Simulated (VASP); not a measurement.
# Au (I4/mmm) in VASP: further runs

Au is run at these levels: r2SCAN; tasks: single point.

Program: VASP 6.6.1. These are calculated values, not measurements. Logs are shortened: lines on timing, memory, paths and dates and some standing lists are left out, and cuts for length are marked.

## 1. The cell of the first run

It takes space group I4/mmm (No. 139, tetragonal). Conventional cell: a = 2.806 Å, b = 2.806 Å, c = 4.152 Å, α = 90.00°, β = 90.00°, γ = 90.00°. Au (site symmetry 4/mmm) has 12 Au at 2.81 to 2.87 Å within 3.7 Å.

## 2. Single point, r2SCAN (strain -0.030 along x and y, +0.015 along z)

The input, POSCAR:

```
Au
1.0
    0.0000000000      1.9841350000      2.0761825000
    1.9841350000      0.0000000000      2.0761825000
    1.9841350000      1.9841350000      0.0000000000
Au
1
Direct
    0.0000000000      0.0000000000      0.0000000000
```

The input, INCAR.step1:

```
PREC = Accurate
ENCUT = 520
ISMEAR = 1
SIGMA = 0.4
LREAL = False
LASPH = True
NELM = 60
NBANDS = 12
GGA = PE
ALGO = Normal
EDIFF = 1E-4
LWAVE = True
LCHARG = False
```

The input, INCAR.step2:

```
PREC = Accurate
ENCUT = 520
EDIFF = 1E-6
ISMEAR = 1
SIGMA = 0.4
LREAL = False
LASPH = True
NELM = 60
ALGO = Normal
ISIF = 2
LWAVE = False
LCHARG = False
METAGGA = R2SCAN
LMIXTAU = True
NBANDS = 12
ISTART = 1
```

The input, KPOINTS:

```
Automatic mesh
0
Gamma
  20 20 20
```

Potentials or basis: VASP PAW PBE potentials, release 64 (Au).

Started as:

```console
$ cat potpaw_PBE.64/Au/POTCAR > POTCAR
$ cp INCAR.step1 INCAR
$ mpirun -np 1 vasp_std > vasp.out
$ cp INCAR.step2 INCAR
$ mpirun -np 1 vasp_std > vasp.out
```

OUTCAR:

```text
PREC = Accurate
   ENCUT = 520
   EDIFF = 1E-6
   ISMEAR = 1
   LREAL = False
   LASPH = True
   NELM = 60
   ISIF = 2
   METAGGA = R2SCAN
   ISTART = 1

 ion  position               nearest neighbor table
   1  0.000  0.000  0.000-

  LATTYP: Found a body centered tetragonal cell.
 ALAT       =     2.8059906266
 C/A-ratio  =     1.4798214081

  Lattice vectors:

 A1 = (  -1.9841350000,   0.0000000000,   2.0761825000)
 A2 = (   1.9841350000,   0.0000000000,   2.0761825000)
 A3 = (   0.0000000000,   1.9841350000,  -2.0761825000)

Analysis of symmetry for initial positions (statically):
=====================================================================
 Subroutine PRICEL returns:
 Original cell was already a primitive cell.

 Routine SETGRP: Setting up the symmetry group for a
 body centered tetragonal supercell.

 Subroutine GETGRP returns: Found 16 space group operations
 (whereof 16 operations were pure point group operations)
 out of a pool of 16 trial point group operations.

The static configuration has the point symmetry D_4h.

Analysis of symmetry for dynamics (positions and initial velocities):
=====================================================================
 Subroutine PRICEL returns:
 Original cell was already a primitive cell.

 Routine SETGRP: Setting up the symmetry group for a
 body centered tetragonal supercell.

 Subroutine GETGRP returns: Found 16 space group operations
 (whereof 16 operations were pure point group operations)
 out of a pool of 16 trial point group operations.

The dynamic configuration has the point symmetry D_4h.

 Subroutine INISYM returns: Found 16 space group operations
 (whereof 16 operations are pure point group operations),
 and found     1 'primitive' translations

----------------------------------------------------------------------------------------

                                     Primitive cell

  volume of cell :      16.3470

  direct lattice vectors                    reciprocal lattice vectors
     0.000000000  1.984135000  2.076182500    -0.251998982  0.251998982  0.240826613
     1.984135000  0.000000000  2.076182500     0.251998982 -0.251998982  0.240826613
     1.984135000  1.984135000  0.000000000     0.251998982  0.251998982 -0.240826613

  length of vectors
     2.871815710  2.871815710  2.805990627     0.430121415  0.430121415  0.430121415

  position of ions in fractional coordinates (direct lattice)
     0.000000000  0.000000000  0.000000000

  ion indices of the primitive-cell ions
   primitive index   ion index
                 1           1

----------------------------------------------------------------------------------------

 KPOINTS: Automatic mesh

Automatic generation of k-mesh.
 Grid dimensions read from file:
 generate k-points for:   20   20   20

 Generating k-lattice:

  Cartesian coordinates                     Fractional coordinates (reciprocal lattice)
    -0.012599949  0.012599949  0.012041331     0.050000000  0.000000000  0.000000000
     0.012599949 -0.012599949  0.012041331     0.000000000  0.050000000  0.000000000
     0.012599949  0.012599949 -0.012041331     0.000000000  0.000000000  0.050000000

  Length of vectors
     0.021506071  0.021506071  0.021506071

  Shift w.r.t. Gamma in fractional coordinates (k-lattice)
     0.000000000  0.000000000  0.000000000

 Subroutine IBZKPT returns following result:
 ===========================================

 Found    641 irreducible k-points:

 Following reciprocal coordinates:
            Coordinates               Weight
  0.000000  0.000000  0.000000      1.000000
  0.050000 -0.000000  0.000000      8.000000
  0.100000 -0.000000  0.000000      8.000000
  0.150000 -0.000000  0.000000      8.000000
  0.200000 -0.000000  0.000000      8.000000
  0.250000  0.000000  0.000000      8.000000
[... 16 lines left out ...]
 -0.400000  0.050000  0.000000      8.000000
 -0.350000  0.050000  0.000000      8.000000
 [... further k-points ...]
   k-points           NKPTS =    641   k-points in BZ     NKDIM =    641   number of bands    NBANDS=     12
   number of dos      NEDOS =    301   number of ions     NIONS =      1
   total plane-waves  NPLWV =  13824
   dimension x,y,z NGX =    24 NGY =   24 NGZ =   24
   dimension x,y,z NGXF=    48 NGYF=   48 NGZF=   48
   ions per type =               1
   NGX,Y,Z   is equivalent  to a cutoff of  13.89, 13.89, 14.22 a.u.
   NGXF,Y,Z  is equivalent  to a cutoff of  27.79, 27.79, 28.44 a.u.
 SYSTEM =  unknown system
   PREC   = accura    normal or accurate (medium, high low for compatibility)
   ISTART =      1    job   : 0-new  1-cont  2-samecut
   ICHARG =      0    charge: 1-file 2-atom 10-const
   ISPIN  =      1    spin polarized calculation?
   LNONCOLLINEAR =      F non collinear calculations
   LSORBIT =      F    spin-orbit coupling
   LASPH  =      T    aspherical Exc in radial PAW
   ENCUT  =  520.0 eV  38.22 Ry    6.18 a.u.   5.34  5.34  5.22*2*pi/ulx,y,z
   NELM   =     60;   NELMIN=  2; NELMDL=  0     # of ELM steps
   EDIFF  = 0.1E-05   stopping-criterion for ELM
   LREAL  =      F    real-space projection
   EDIFFG = 0.1E-04   stopping-criterion for IOM
   NSW    =      0    number of steps for IOM
   IBRION =     -1    ionic relax: 0-MD 1-quasi-New 2-CG
   NFREE  =      0    steps in history (QN), initial steepest desc. (CG)
   ISIF   =      2    stress and relaxation
   ISYM   =      2    0-nonsym 1-usesym 2-fastsym
   POTIM  = 0.5000    time-step for ionic-motion
   TEBEG  =    0.0;   TEEND  =   0.0 temperature during run
   PSTRESS=    0.0 pullay stress
   NELECT =      11.0000    total number of electrons
   NUPDOWN=      -1.0000    fix difference up-down
   EMIN   =  10.00;   EMAX   =-10.00  energy-range for DOS
   EFERMI =   0.00;   METHOD = LEGACY
   ISMEAR =     1;   SIGMA  =   0.40  broadening in eV -4-tet -1-fermi 0-gaus
   EFERMI_NEDOS =   21; number of points for ismear=-14 and -15
   IALGO  =     38    algorithm
   IMIX   =      4    mixing-type and parameters
     AMIX     =   0.40;   BMIX     =  1.00
     AMIX_MAG =   1.60;   BMIX_MAG =  1.00
  volume/ion in A,a.u.               =      16.35       110.31
  Fermi-wavevector in a.u.,A,eV,Ry     =   1.434585  2.710973 28.001270  2.058035
  Thomas-Fermi vector in A             =   2.553978
   LORBIT       =      0    0 simple, 1 ext, 2 COOP (PROOUT), +10 PAW based schemes
   METAGGA = R2SCAN    functional components
   LHFCALC =     F    Hartree Fock is set to
   AEXX    =    0.0000 exact exchange contribution
   IVDW    =     0    specifies the selected vdW correction
   LEPSILON=     F    determine dielectric tensor
   LRPA    =     F    only Hartree local field effects (RPA)
 non-spin polarized calculation
 Methfessel and Paxton  Order N= 1 SIGMA  =   0.40
  energy-cutoff  :      520.00
  volume of cell :       16.35
 maximum number of plane-waves:       456
 NGX is ok and might be reduce to    24
   NGX = 11   NGY = 11   NGZ = 11

 number of electron      11.0000000 magnetization

 Free energy of the ion-electron system (eV)
  ---------------------------------------------------
  ext. energy  EPLUGINS =         0.00000000
  ---------------------------------------------------
  free energy    TOTEN  =       -50.54383471 eV

  energy without entropy =      -50.54423755  energy(sigma->0) =      -50.54396899

 E-fermi :  10.0788     XC(G=0): -13.9278

 val. band max:       10.0647790189   @ k =   0.4500   0.0000   0.4000
 cond. band min:      10.0906806178   @ k =   0.5000   0.1000   0.3000
 fundamental gap:      0.0259015990
 Fermi energy:        10.0788434823

 k-point     1 :       0.0000    0.0000    0.0000
  band No.  band energies     occupation
      1      -0.5298      2.00000
      2       4.5493      2.00000
      3       5.0064      2.00000
      4       5.0064      2.00000
      5       6.2398      2.00000
      6       6.7372      2.00000
      7      25.3218      0.00000
      8      29.0938      0.00000
      9      29.9335      0.00000
     10      29.9335      0.00000
     11      35.1192      0.00000
     12      39.7067      0.00000

 k-point     2 :       0.0500   -0.0000    0.0000
  band No.  band energies     occupation
      1      -0.4352      2.00000
      2       4.5650      2.00000
      3       4.9919      2.00000
      4       5.0395      2.00000
      5       6.2300      2.00000
      6       6.7161      2.00000
      7      25.4383      0.00000
      8      28.8783      0.00000
      9      29.6611      0.00000
     10      30.0512      0.00000
     11      35.6653      0.00000
     12      38.3122      0.00000

 k-point     3 :       0.1000   -0.0000    0.0000
  band No.  band energies     occupation
      1      -0.1579      2.00000
      2       4.5866      2.00000
      3       4.9737      2.00000
      4       5.1303      2.00000
      5       6.2151      2.00000
      6       6.6635      2.00000
      7      25.7345      0.00000
      8      27.7186      0.00000
      9      29.8268      0.00000
     10      30.3885      0.00000
     11      35.6449      0.00000
     12      37.6284      0.00000
[... 286 lines left out ...]
 k-point    23 :      -0.4000    0.0500    0.0000
  band No.  band energies     occupation
      1       2.1079      2.00000
      2       4.6229      2.00000
      3       5.0954      2.00000
      4       6.9887      2.00000
      5       7.4691      2.00000
      6       8.5776      2.00000
      7      15.2584     -0.00000
      8      24.9093      0.00000
      9      27.7639      0.00000
     10      29.6256      0.00000
     11      35.4284      0.00000
     12      36.8791      0.00000

 k-point    24 :      -0.3500    0.0500    0.0000
  band No.  band energies     occupation
      1       2.0865      2.00000
      2       4.7086      2.00000
      3       5.1760      2.00000
      4       6.1751      2.00000
      5       7.1944      2.00000
      6       7.9330      2.00000
      7      17.1705     -0.00000
      8      25.2731      0.00000
      9      28.3023      0.00000
     10      30.5921      0.00000
     11      34.5222      0.00000
     12      36.1595      0.00000

 [... further k-points ...]

------------------------ aborting loop because EDIFF is reached ----------------------------------------

  FORCE on cell =-STRESS in cart. coord.  units (eV):
  Direction    XX          YY          ZZ          XY          YZ          ZX
  --------------------------------------------------------------------------------------
  -------------------------------------------------------------------------------------
  Total        1.4881722      1.4881722      1.2810891      0.0000000      0.0000000     -0.0000000
  in kB      145.8565102    145.8565102    125.5601895      0.0000000      0.0000000     -0.0000000
  external PRESSURE =     139.0910699 kB  Pullay stress =       0.0000000 kB

 VOLUME and BASIS-vectors are now :
 -----------------------------------------------------------------------------
  energy-cutoff  :      520.00
  volume of cell :       16.35
      direct lattice vectors                 reciprocal lattice vectors
     0.000000000  1.984135000  2.076182500    -0.251998982  0.251998982  0.240826613
     1.984135000  0.000000000  2.076182500     0.251998982 -0.251998982  0.240826613
     1.984135000  1.984135000  0.000000000     0.251998982  0.251998982 -0.240826613

 POSITION                                       TOTAL-FORCE (eV/Angst)
 -----------------------------------------------------------------------------------
      0.00000      0.00000      0.00000         0.000000      0.000000      0.000000
 -----------------------------------------------------------------------------------
    total drift:                               -0.000000      0.000000     -0.000000

  FREE ENERGIE OF THE ION-ELECTRON SYSTEM (eV)
  ---------------------------------------------------
  free  energy   TOTEN  =       -50.5438347129 eV

  energy  without entropy=      -50.5442375455  energy(sigma->0) =      -50.54396899
```

It took 3.3 min on 1 thread of Intel Xeon Platinum 8488C (Sapphire Rapids), shared host; peak memory 0.25 GiB.

Results:

```yaml
Free_energy: -50.5438 eV
Pressure: 13.9 GPa
Band_gap_on_the_k_mesh: zero (an odd number of electrons rules out a gap without spin polarisation)
```

Stress tensor (GPa, compression positive):
```
14.59  0.00  0.00
 0.00 14.59  0.00
 0.00  0.00 12.56
```

Caveat: the cell differs from its parent crystal (strain -0.030 along x and y, +0.015 along z); the cell stands under pressure; the PAW data sets were made with another functional, which shifts forces and pressure a little; spin-orbit coupling is left out, which moves the levels of the heavy elements.

[end of part 1 of 2]

The gap in the log of VASP goes by the Fermi energy; the results here count the filled bands.